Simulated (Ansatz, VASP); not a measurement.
Two plane-wave programs on InP

File POSCAR:

```
InP
1.0
    2.9269267339      2.9269267339      0.0000000000
   -2.9269267339      2.9269267339      0.0000000000
    0.0000000000      2.9269267339      2.9269267339
In P
1 1
Direct
    0.0000000000      0.0000000000      0.0000000000
    0.7500000000      0.2500000000      0.5000000000
```

INCAR.step1

```
SYSTEM = InP
  PREC = Accurate
  ENCUT = 520
  ISMEAR = 0
  SIGMA = 0.01
  LREAL = .FALSE.
  LASPH = .TRUE.
  NELM = 100
  NBANDS = 16
  GGA = PE
  ALGO = Normal
  EDIFF = 1E-4
  LWAVE = .TRUE.
  LCHARG = .FALSE.
```

INCAR.step2

```
SYSTEM = InP
  PREC = Accurate
  ENCUT = 520
  EDIFF = 1E-6
  ISMEAR = 0
  SIGMA = 0.01
  LREAL = .FALSE.
  LASPH = .TRUE.
  NELM = 100
  ALGO = Normal
  ISIF = 2
  LWAVE = .FALSE.
  LCHARG = .FALSE.
  METAGGA = R2SCAN
  LMIXTAU = .TRUE.
  NBANDS = 16
  ISTART = 1
```

The input KPOINTS:

```
Automatic mesh
0
G
  8 8 8
  0 0 0
```

Input for Ansatz:

```yaml
crystal:
  lattice:
    - [2.92692673391, 2.92692673391, 0.0]
    - [-2.92692673391, 2.92692673391, 0.0]
    - [0.0, 2.92692673391, 2.92692673391]
  atoms:
    - { symbol: In, position: [0.0, 0.0, 0.0] }
    - { symbol: P, position: [0.75, 0.25, 0.5] }
kpoints:
  mp_grid: { grid: [8, 8, 8] }
scf:
  occupations: { method: fixed }
  convergence: { dr2_threshold: 1.0e-10 }
hamiltonian:
  xc: r2scan
  pseudopotentials: { kind: paw }
output:
  forces: true
  stress: true
  eigenstates:
    kpoints:
      - [0.0, 0.0, 0.0]
      - [0.5, 0.0, 0.0]
      - [0.0, 0.5, 0.5]
      - [0.0, -0.5, 0.0]
      - [0.5, 0.0, 0.5]
      - [-0.5, -0.5, -0.5]
      - [-0.5, 0.5, 0.0]
      - [0.0, 0.0, -0.5]
  eigenvalues: true
```

Alike in both runs: task single point; functional r2SCAN; k mesh 8 × 8 × 8; no spin polarisation.

|  | VASP | Ansatz |
| --- | --- | --- |
| version | VASP 6.6.1 | Ansatz 0.2.0 |
| potentials or method | VASP PAW PBE potentials, release 64 (In_d, P) | PAW with Ansatz's default frozen-core files, scalar-relativistic |
| plane-wave cutoff (eV) | 520 | 500 |
| occupations | gaussian, width 0.01 eV | fixed |
| valence electrons in the cell | 18 | 18 |

```csv
,VASP,Ansatz,Ansatz less VASP
gap on the k mesh at the Fermi level (eV),1.19,1.19,-0.005
pressure (GPa),1.9,2.0,+0.11
```

VASP's potentials were made for PBE, not for r2SCAN.
